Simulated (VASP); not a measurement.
A run of VASP 6.6.1 is set up as follows.

INCAR

```
ALGO     = Normal         # electronic algorithm
EDIFF    = 1E-6           # SCF threshold, eV
ENCUT    = 520            # plane-wave cutoff, eV
ISIF     = 2              # what is computed and relaxed
ISMEAR   = 0              # smearing method
LASPH    = T              # aspherical terms in the spheres
LCHARG   = F              # write CHGCAR
LREAL    = F              # projectors in reciprocal space
LWAVE    = F              # write WAVECAR
NBANDS   = 48             # bands
NELM     = 80             # most SCF steps
PREC     = Accurate       # precision mode
SIGMA    = 0.01           # smearing width, eV
```

File KPOINTS:

```
k-points
0
Gamma
  10 10 4
```

POSCAR

```
CuBiSeO
1.0
    3.9443973798      0.0000000000      0.0000000000
    0.0000000000      3.9443973798      0.0000000000
    0.0000000000      0.0000000000      9.2773642037
Cu Bi Se O
2 2 2 2
Direct
    0.0000000000      0.0000000000      0.5000000000
    0.5000000000      0.5000000000      0.5000000000
    0.0000000000      0.5000000000      0.8652214594
    0.5000000000      0.0000000000      0.1347785406
    0.5000000000      0.0000000000      0.6655979121
    0.0000000000      0.5000000000      0.3344020879
    0.5000000000      0.5000000000      0.0000000000
    0.0000000000      0.0000000000      0.0000000000
```

Potentials or basis: VASP PAW LDA potentials, release 64 (Cu, Bi_d, Se, O).

Run with:

```bash
$ cat potpaw_LDA.64/Cu/POTCAR potpaw_LDA.64/Bi_d/POTCAR potpaw_LDA.64/Se/POTCAR potpaw_LDA.64/O/POTCAR > POTCAR
$ mpirun -np 1 vasp_std > vasp.out
```

Question: Predict the largest force.

Answer: 0.080 eV/Å.

Question: Predict the band gap on the k mesh.

Answer: Zero (bands 38 and 39 overlap by 0.03 eV).

Forces in eV/Å, atoms in the order of the input:
```
Cu   0.000  0.000  0.000
Cu   0.000  0.000  0.000
Bi   0.000  0.000 -0.080
Bi   0.000  0.000  0.080
Se   0.000  0.000  0.029
Se   0.000  0.000 -0.029
O    0.000  0.000  0.000
O    0.000  0.000  0.000
```

Caveat: the cell stands under tension; spin-orbit coupling is left out, which moves the levels of the heavy elements; semilocal functionals often make such compounds metallic where correlation or magnetic order opens a gap, which also shifts bond lengths. With open d or f shells a metallic result of LDA can be an artefact of self-interaction; +U or a hybrid may open a gap.
